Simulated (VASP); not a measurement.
# Na2C (P6/mmm) in VASP: further runs

Na2C is run at these levels: PBE; tasks: single point, relaxation of cell and atoms.

Program: VASP 6.6.1. These are calculated values, not measurements. Logs are shortened: lines on timing, memory, paths and dates and some standing lists are left out, and cuts for length are marked.

### Step 1. The cell of the first run

The structure is hexagonal, space group P6/mmm (No. 191). The conventional cell has a = 4.324 Å, b = 4.324 Å, c = 2.974 Å, α = 90.00°, β = 90.00°, γ = 120.00°. Within 3.3 Å of Na (site symmetry -6m2) lie 5 Na at 2.50 to 2.97 Å and 6 C at 2.91 Å. Within 3.8 Å of C (site symmetry 6/mmm) lie 12 Na at 2.91 Å and 2 C at 2.97 Å.

### Step 2. Single point, PBE, collinear spin

Contents of INCAR:

```
PREC     = Accurate       # precision mode
ENCUT    = 520            # plane-wave cutoff, eV
EDIFF    = 1E-6           # SCF threshold, eV
ISMEAR   = 0              # smearing method
SIGMA    = 0.1            # smearing width, eV
LREAL    = F              # projectors in reciprocal space
LASPH    = T              # aspherical terms in the spheres
NELM     = 150            # most SCF steps
ALGO     = Normal         # electronic algorithm
ISIF     = 2              # what is computed and relaxed
LWAVE    = F              # write WAVECAR
LCHARG   = F              # write CHGCAR
ISPIN    = 2              # spin polarisation
MAGMOM   = 0 0 0.7        # initial moments
LORBIT   = 11             # projections on sites
GGA      = PE             # functional
NBANDS   = 20             # bands
```

Contents of KPOINTS:

```
regular mesh
0
Gamma
  6 6 4
```

Contents of POSCAR:

```
Na2C
1.0
    4.3243650828      0.0000000000      0.0000000000
   -2.1621825414      3.7450100170      0.0000000000
    0.0000000000      0.0000000000      2.9740010191
Na C
2 1
Direct
    0.3333333333      0.6666666667      0.5000000000
    0.6666666667      0.3333333333      0.5000000000
    0.0000000000      0.0000000000      0.0000000000
```

Potentials or basis: VASP PAW PBE potentials, release 64 (Na_pv, C).

Launch:

```sh
$ cat potpaw_PBE.64/Na_pv/POTCAR potpaw_PBE.64/C/POTCAR > POTCAR
$ mpirun -np 1 vasp_std > vasp.out
```

OUTCAR:

```text
PREC = Accurate
   ENCUT = 520
   EDIFF = 1E-6
   ISMEAR = 0
   LREAL = F
   LASPH = T
   NELM = 150
   ISIF = 2
   ISPIN = 2
   LORBIT = 11
   GGA = PE

 ion  position               nearest neighbor table
   1  0.333  0.667  0.500-   2 2.50   2 2.50   2 2.50
   2  0.667  0.333  0.500-   1 2.50   1 2.50   1 2.50
   3  0.000  0.000  0.000-

  LATTYP: Found a hexagonal cell.
 ALAT       =     4.3243650828
 C/A-ratio  =     0.6877312535

  Lattice vectors:

 A1 = (   4.3243650828,   0.0000000000,   0.0000000000)
 A2 = (  -2.1621825414,   3.7450100170,   0.0000000000)
 A3 = (   0.0000000000,   0.0000000000,   2.9740010191)

Analysis of symmetry for initial positions (statically):
=====================================================================
 Subroutine PRICEL returns:
 Original cell was already a primitive cell.

 Routine SETGRP: Setting up the symmetry group for a
 hexagonal supercell.

 Subroutine GETGRP returns: Found 24 space group operations
 (whereof 24 operations were pure point group operations)
 out of a pool of 24 trial point group operations.

The static configuration has the point symmetry D_6h.

Analysis of symmetry for dynamics (positions and initial velocities):
=====================================================================
 Subroutine PRICEL returns:
 Original cell was already a primitive cell.

 Routine SETGRP: Setting up the symmetry group for a
 hexagonal supercell.

 Subroutine GETGRP returns: Found 24 space group operations
 (whereof 24 operations were pure point group operations)
 out of a pool of 24 trial point group operations.

The dynamic configuration has the point symmetry D_6h.

Analysis of structural, dynamic, and magnetic symmetry:
=====================================================================
 Subroutine PRICEL returns:
 Original cell was already a primitive cell.

 Routine SETGRP: Setting up the symmetry group for a
 hexagonal supercell.

 Subroutine GETGRP returns: Found 24 space group operations
 (whereof 24 operations were pure point group operations)
 out of a pool of 24 trial point group operations.

The overall configuration has the point symmetry D_6h.

 Subroutine INISYM returns: Found 24 space group operations
 (whereof 24 operations are pure point group operations),
 and found     1 'primitive' translations

[... 115 lines left out ...]
  Thomas-Fermi vector in A             =   2.315531
   LORBIT       =     11    0 simple, 1 ext, 2 COOP (PROOUT), +10 PAW based schemes
   GGA     = PE    functional components
   LHFCALC =     F    Hartree Fock is set to
   AEXX    =    0.0000 exact exchange contribution
   IVDW    =     0    specifies the selected vdW correction
   LEPSILON=     F    determine dielectric tensor
   LRPA    =     F    only Hartree local field effects (RPA)
 spin polarized calculation
 Gauss-broadening in eV      SIGMA  =   0.10
  energy-cutoff  :      520.00
  volume of cell :       48.16
 maximum number of plane-waves:      1316
   NGX = 17   NGY = 17   NGZ = 11

 number of electron      18.0000013 magnetization       1.3994892

 Free energy of the ion-electron system (eV)
  ---------------------------------------------------
  ext. energy  EPLUGINS =         0.00000000
  ---------------------------------------------------
  free energy    TOTEN  =        -7.24845532 eV

  energy without entropy =       -7.23731742  energy(sigma->0) =       -7.24288637

 E-fermi :   2.0977     XC(G=0):  -8.9519

 val. band max:        2.0903452807   @ k =   0.3333   0.1667   0.2500
 cond. band min:       2.1006976683   @ k =   0.5000  -0.0000   0.0000
 fundamental gap:      0.0103523876
 Fermi energy:         2.0976895131

 spin component 1

 k-point     1 :       0.0000    0.0000    0.0000
  band No.  band energies     occupation
      1     -22.6056      1.00000
      2     -22.6056      1.00000
      3     -22.3221      1.00000
      4     -22.2139      1.00000
      5     -22.2139      1.00000
      6     -22.2139      1.00000
[... 459 lines left out ...]
      6     -22.1386      1.00000
[... 12 lines left out ...]
     19      17.4368      0.00000
     20      17.4368      0.00000
 Fermi energy:         2.0976895131

 spin component 2

 k-point     1 :       0.0000    0.0000    0.0000
  band No.  band energies     occupation
      1     -22.6034      1.00000
      2     -22.6034      1.00000
      3     -22.3190      1.00000
      4     -22.2103      1.00000
      5     -22.2075      1.00000
      6     -22.2075      1.00000
[... 472 lines left out ...]
     19      17.9652      0.00000
     20      17.9897      0.00000

------------------------ aborting loop because EDIFF is reached ----------------------------------------

  FORCE on cell =-STRESS in cart. coord.  units (eV):
  Direction    XX          YY          ZZ          XY          YZ          ZX
  --------------------------------------------------------------------------------------
  -------------------------------------------------------------------------------------
  Total        0.1305303      0.1305303     -0.0809869      0.0000000      0.0000000      0.0000000
  in kB        4.3421571      4.3421571     -2.6940718      0.0000000      0.0000000      0.0000000
  external PRESSURE =       1.9967475 kB  Pullay stress =       0.0000000 kB

 VOLUME and BASIS-vectors are now :
 -----------------------------------------------------------------------------
  energy-cutoff  :      520.00
  volume of cell :       48.16
      direct lattice vectors                 reciprocal lattice vectors
     4.324365083  0.000000000  0.000000000     0.231247820  0.133510991  0.000000000
    -2.162182541  3.745010017  0.000000000     0.000000000  0.267021983  0.000000000
     0.000000000  0.000000000  2.974001019     0.000000000  0.000000000  0.336247363

 POSITION                                       TOTAL-FORCE (eV/Angst)
 -----------------------------------------------------------------------------------
     -0.00000      2.49667      1.48700         0.000000      0.000000      0.000000
      2.16218      1.24834      1.48700        -0.000000      0.000000      0.000000
      0.00000      0.00000      0.00000        -0.000000      0.000000      0.000000
 -----------------------------------------------------------------------------------
    total drift:                               -0.000000      0.000000      0.000000

  FREE ENERGIE OF THE ION-ELECTRON SYSTEM (eV)
  ---------------------------------------------------
  free  energy   TOTEN  =        -7.2484553235 eV

  energy  without entropy=       -7.2373174174  energy(sigma->0) =       -7.24288637

 total charge

# of ion       s       p       d       tot
------------------------------------------
    1        0.096   5.991   0.000   6.088
    2        0.096   5.991   0.000   6.088
    3        0.937   1.156   0.000   2.093
--------------------------------------------------
tot          1.129  13.139   0.000  14.268

 magnetization (x)

# of ion       s       p       d       tot
------------------------------------------
    1       -0.010   0.009   0.000  -0.001
    2       -0.010   0.009   0.000  -0.001
    3        0.043   0.589   0.000   0.631
--------------------------------------------------
tot          0.023   0.606   0.000   0.630
```

OSZICAR:

```text
N       E                     dE             d eps       ncg     rms          rms(c)
DAV:   1     0.144772785553E+03    0.14477E+03   -0.89795E+03  1696   0.104E+03
DAV:   2     0.199423130317E+01   -0.14278E+03   -0.13615E+03  1724   0.311E+02
DAV:   3    -0.771125031076E+01   -0.97055E+01   -0.94483E+01  2024   0.728E+01
DAV:   4    -0.790368708036E+01   -0.19244E+00   -0.19180E+00  1940   0.107E+01
DAV:   5    -0.790605208798E+01   -0.23650E-02   -0.23648E-02  1912   0.122E+00    0.387E+00
DAV:   6    -0.729111413895E+01    0.61494E+00   -0.10784E+00  2132   0.507E+00    0.117E+00
DAV:   7    -0.726079730196E+01    0.30317E-01   -0.16921E-01  1920   0.166E+00    0.866E-01
DAV:   8    -0.725091639582E+01    0.98809E-02   -0.27406E-02  1860   0.867E-01    0.483E-01
DAV:   9    -0.724840799941E+01    0.25084E-02   -0.45805E-03  1988   0.470E-01    0.204E-01
DAV:  10    -0.724837447749E+01    0.33522E-04   -0.30946E-04  1932   0.881E-02    0.891E-02
DAV:  11    -0.724843159082E+01   -0.57113E-04   -0.93367E-05  1940   0.437E-02    0.367E-02
DAV:  12    -0.724845070439E+01   -0.19114E-04   -0.40702E-05  1824   0.343E-02    0.126E-02
DAV:  13    -0.724845475506E+01   -0.40507E-05   -0.89923E-06  1872   0.122E-02    0.526E-03
DAV:  14    -0.724845532349E+01   -0.56842E-06   -0.14774E-06  1764   0.564E-03
   1 F= -.72484553E+01 E0= -.72428864E+01  d E =-.111379E-01  mag=     1.3994
```

stdout:

```text
POSCAR found type information on POSCAR NaC
 POSCAR found :  2 types and       3 ions
 scaLAPACK will be used
 LDA part: xc-table for (Slater+PW92), standard interpolation
 POSCAR, INCAR and KPOINTS ok, starting setup
 FFT: planning ... GRIDC
 FFT: planning ... GRID_SOFT
 FFT: planning ... GRID
 WAVECAR not read
 entering main loop
```

Run time: 12 s. Hardware: 1 thread of Intel Xeon 6975P-C (Granite Rapids), shared host; peak memory 0.18 GiB.

Results:

```yaml
Free_energy: -7.2485 eV
Pressure: 0.2 GPa
Net_moment: 1.40 μB per cell
Site_moments: Na -0.00; C +0.63 μB
Valence_electrons_inside_the_program's_atomic_spheres: Na 6.09; C 2.09
```

Stress tensor (GPa, compression positive):
```
 0.43  0.00  0.00
 0.00  0.43  0.00
 0.00  0.00 -0.27
```

Caveat: the k points lie up to 0.53 Å⁻¹ apart.

### Step 3. Single point, PBE

This run uses another cell than the first one, of 14.99 Å³/atom.

Contents of INCAR:

```
ALGO = Normal
EDIFF = 1E-6
ENCUT = 520
GGA = PE
ISIF = 2
ISMEAR = 0
LASPH = True
LCHARG = False
LREAL = False
LWAVE = False
NBANDS = 16
NELM = 80
PREC = Accurate
SIGMA = 0.1
```

Contents of KPOINTS:

```
k-points
0
Gamma
  12 12 16
```

Contents of POSCAR:

```
Na2C
1.0
    4.3491973526      0.0000000000      0.0000000000
   -2.1745986763      3.7665153934      0.0000000000
    0.0000000000      0.0000000000      2.7452921518
Na C
2 1
Direct
    0.3333333333      0.6666666667      0.5000000000
    0.6666666667      0.3333333333      0.5000000000
    0.0000000000      0.0000000000      0.0000000000
```

Potentials or basis: VASP PAW PBE potentials, release 64 (Na_pv, C).

Launch:

```sh
$ cat potpaw_PBE.64/Na_pv/POTCAR potpaw_PBE.64/C/POTCAR > POTCAR
$ mpirun -np 1 vasp_std > vasp.out
```

OUTCAR:

```text
EDIFF = 1E-6
   ENCUT = 520
   GGA = PE
   ISIF = 2
   ISMEAR = 0
   LASPH = True
   LREAL = False
   NELM = 80
   PREC = Accurate

 ion  position               nearest neighbor table
   1  0.333  0.667  0.500-   2 2.51   2 2.51   2 2.51
   2  0.667  0.333  0.500-   1 2.51   1 2.51   1 2.51
   3  0.000  0.000  0.000-

  LATTYP: Found a hexagonal cell.
 ALAT       =     4.3491973526
 C/A-ratio  =     0.6312181143

  Lattice vectors:

 A1 = (   4.3491973526,   0.0000000000,   0.0000000000)
 A2 = (  -2.1745986763,   3.7665153934,   0.0000000000)
 A3 = (   0.0000000000,   0.0000000000,   2.7452921518)

Analysis of symmetry for initial positions (statically):
=====================================================================
 Subroutine PRICEL returns:
 Original cell was already a primitive cell.

 Routine SETGRP: Setting up the symmetry group for a
 hexagonal supercell.

 Subroutine GETGRP returns: Found 24 space group operations
 (whereof 24 operations were pure point group operations)
 out of a pool of 24 trial point group operations.

The static configuration has the point symmetry D_6h.

Analysis of symmetry for dynamics (positions and initial velocities):
=====================================================================
 Subroutine PRICEL returns:
 Original cell was already a primitive cell.

 Routine SETGRP: Setting up the symmetry group for a
 hexagonal supercell.

 Subroutine GETGRP returns: Found 24 space group operations
 (whereof 24 operations were pure point group operations)
 out of a pool of 24 trial point group operations.

The dynamic configuration has the point symmetry D_6h.

 Subroutine INISYM returns: Found 24 space group operations
 (whereof 24 operations are pure point group operations),
[... 107 lines left out ...]
   TEBEG  =    0.0;   TEEND  =   0.0 temperature during run
   PSTRESS=    0.0 pullay stress
   NELECT =      18.0000    total number of electrons
   NUPDOWN=      -1.0000    fix difference up-down
   EMIN   =  10.00;   EMAX   =-10.00  energy-range for DOS
   EFERMI =   0.00;   METHOD = LEGACY
   ISMEAR =     0;   SIGMA  =   0.10  broadening in eV -4-tet -1-fermi 0-gaus
   EFERMI_NEDOS =   21; number of points for ismear=-14 and -15
   IALGO  =     38    algorithm
   IMIX   =      4    mixing-type and parameters
     AMIX     =   0.40;   BMIX     =  1.00
     AMIX_MAG =   1.60;   BMIX_MAG =  1.00
  volume/ion in A,a.u.               =      14.99       101.16
  Fermi-wavevector in a.u.,A,eV,Ry     =   1.206479  2.279915 19.804534  1.455592
  Thomas-Fermi vector in A             =   2.342145
   LORBIT       =      0    0 simple, 1 ext, 2 COOP (PROOUT), +10 PAW based schemes
   GGA     = PE    functional components
   LHFCALC =     F    Hartree Fock is set to
   AEXX    =    0.0000 exact exchange contribution
   IVDW    =     0    specifies the selected vdW correction
   LEPSILON=     F    determine dielectric tensor
   LRPA    =     F    only Hartree local field effects (RPA)
 non-spin polarized calculation
 Gauss-broadening in eV      SIGMA  =   0.10
  energy-cutoff  :      520.00
  volume of cell :       44.97
 maximum number of plane-waves:      1230
   NGX = 17   NGY = 17   NGZ = 11

 number of electron      18.0000020 magnetization

 Free energy of the ion-electron system (eV)
  ---------------------------------------------------
  ext. energy  EPLUGINS =         0.00000000
  ---------------------------------------------------
  free energy    TOTEN  =        -7.42333979 eV

  energy without entropy =       -7.41668275  energy(sigma->0) =       -7.42001127

 E-fermi :   2.3778     XC(G=0):  -9.2619

 val. band max:        2.3739650256   @ k =   0.2500   0.0833   0.5000
 cond. band min:       2.3805908789   @ k =   0.3333   0.2500   0.4375
 fundamental gap:      0.0066258533
 Fermi energy:         2.3778294060

 k-point     1 :       0.0000    0.0000    0.0000
  band No.  band energies     occupation
      1     -22.1434      2.00000
      2     -22.1434      2.00000
      3     -21.8318      2.00000
      4     -21.7590      2.00000
      5     -21.7590      2.00000
      6     -21.7370      2.00000
[... 433 lines left out ...]
      3     -21.8276      2.00000
      4     -21.8186      2.00000
      5     -21.7680      2.00000
      6     -21.7243      2.00000
[... 8 lines left out ...]
     15      15.3243      0.00000
     16      15.6072      0.00000

 [... further k-points ...]
[... 5 lines left out ...]
  --------------------------------------------------------------------------------------
  -------------------------------------------------------------------------------------
  Total        0.0215670      0.0215670      0.0166026      0.0000000     -0.0000000      0.0000000
  in kB        0.7683577      0.7683577      0.5914911      0.0000000     -0.0000000      0.0000000
  external PRESSURE =       0.7094021 kB  Pullay stress =       0.0000000 kB

 VOLUME and BASIS-vectors are now :
 -----------------------------------------------------------------------------
  energy-cutoff  :      520.00
  volume of cell :       44.97
      direct lattice vectors                 reciprocal lattice vectors
     4.349197353  0.000000000  0.000000000     0.229927483  0.132748694  0.000000000
    -2.174598676  3.766515393  0.000000000     0.000000000  0.265497388  0.000000000
     0.000000000  0.000000000  2.745292152     0.000000000  0.000000000  0.364259957

 POSITION                                       TOTAL-FORCE (eV/Angst)
 -----------------------------------------------------------------------------------
     -0.00000      2.51101      1.37265        -0.000000      0.000000      0.000000
      2.17460      1.25551      1.37265         0.000000     -0.000000      0.000000
      0.00000      0.00000      0.00000        -0.000000      0.000000      0.000000
 -----------------------------------------------------------------------------------
    total drift:                               -0.000000      0.000000     -0.000000

  FREE ENERGIE OF THE ION-ELECTRON SYSTEM (eV)
  ---------------------------------------------------
  free  energy   TOTEN  =        -7.4233397943 eV

  energy  without entropy=       -7.4166827472  energy(sigma->0) =       -7.42001127
```

OSZICAR:

```text
N       E                     dE             d eps       ncg     rms          rms(c)
DAV:   1     0.127116409223E+03    0.12712E+03   -0.99993E+03  5480   0.136E+03
DAV:   2    -0.813149882065E+00   -0.12793E+03   -0.12414E+03  6104   0.340E+02
DAV:   3    -0.799733661706E+01   -0.71842E+01   -0.70398E+01  6808   0.763E+01
DAV:   4    -0.811048609182E+01   -0.11315E+00   -0.11280E+00  6424   0.104E+01
DAV:   5    -0.811229182161E+01   -0.18057E-02   -0.18052E-02  6904   0.127E+00    0.327E+00
DAV:   6    -0.747536758876E+01    0.63692E+00   -0.14449E+00  8096   0.650E+00    0.122E+00
DAV:   7    -0.744177003471E+01    0.33598E-01   -0.94120E-02  6632   0.166E+00    0.836E-01
DAV:   8    -0.742432424745E+01    0.17446E-01   -0.26903E-02  6384   0.131E+00    0.287E-01
DAV:   9    -0.742351293800E+01    0.81131E-03   -0.97091E-04  7104   0.176E-01    0.184E-01
DAV:  10    -0.742334147113E+01    0.17147E-03   -0.63379E-04  6176   0.125E-01    0.171E-02
DAV:  11    -0.742333938446E+01    0.20867E-05   -0.29176E-05  7408   0.267E-02    0.122E-02
DAV:  12    -0.742333979430E+01   -0.40983E-06   -0.10009E-06  5208   0.538E-03
   1 F= -.74233398E+01 E0= -.74200113E+01  d E =-.665705E-02
```

It took 25 s on 1 thread of Intel Xeon 6975P-C (Granite Rapids), shared host; peak memory 0.22 GiB.

Results:

| Quantity | Value |
| --- | --- |
| Free energy | -7.4233 eV |
| Pressure | 0.1 GPa |
| Band gap on the k mesh | zero (bands 9 and 10 overlap by 1.53 eV) |

Levels at points of the mesh, in eV from the Fermi level:
```csv
k point,band 6,band 7,band 8,band 9,band 10,band 11,band 12,band 13
"(0.00, 0.00, 0.00)",-24.11,-9.45,-0.50,-0.50,1.40,3.61,5.99,5.99
"(0.50, 0.00, 0.00)",-24.09,-8.95,-2.88,-0.88,2.94,3.64,6.10,8.59
"(0.00, 0.00, 0.50)",-24.11,-7.24,-2.35,0.99,0.99,4.70,7.49,8.61
"(0.50, 0.00, 0.50)",-24.07,-7.04,-1.86,-0.44,0.57,5.26,6.16,8.08
```

[end of part 1 of 2]
